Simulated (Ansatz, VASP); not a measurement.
## Two plane-wave programs on Ir

```
Ir
1.0
     0.00000    2.07328    1.76612
     2.07328    0.00000    1.76612
     2.07328    2.07328    0.00000
Ir
1
Direct
  0.00000 0.00000 0.00000
```

Change from the starting cell: strain +0.080 along x and y, -0.080 along z, atoms carried along.

Alike in both runs: task single point; functional LDA; k mesh 22 × 22 × 22; occupations gaussian, width 0.15 eV; no spin polarisation.

|  | VASP | Ansatz |
| --- | --- | --- |
| version | VASP 6.6.1 | Ansatz 0.2.0 |
| potentials or method | VASP PAW LDA potentials, release 64 (Ir), cutoff 520 eV | scalar-relativistic, plane waves, PAW |
| valence electrons in the cell | 9 | 17 |

Ansatz gave:

* gap on the k mesh at the Fermi level (eV): none
* pressure (GPa): -25.4
* traceless stress, the component that is largest in VASP (GPa): 25.87

Q: What did VASP give for the same quantities?

A: gap on the k mesh at the Fermi level (eV): none; pressure (GPa): -23.6; traceless stress, the component that is largest in VASP (GPa): 25.68.

LDA's correlation is that of Perdew and Zunger in VASP and of Perdew and Wang (1992) in Ansatz. A gap of «none» marks a metal or a gap that the smearing closes. VASP's potentials hold 9 valence electrons a cell and Ansatz's 17, so a difference there can come from the potentials and not from the codes.

Neither program's run includes spin-orbit coupling.
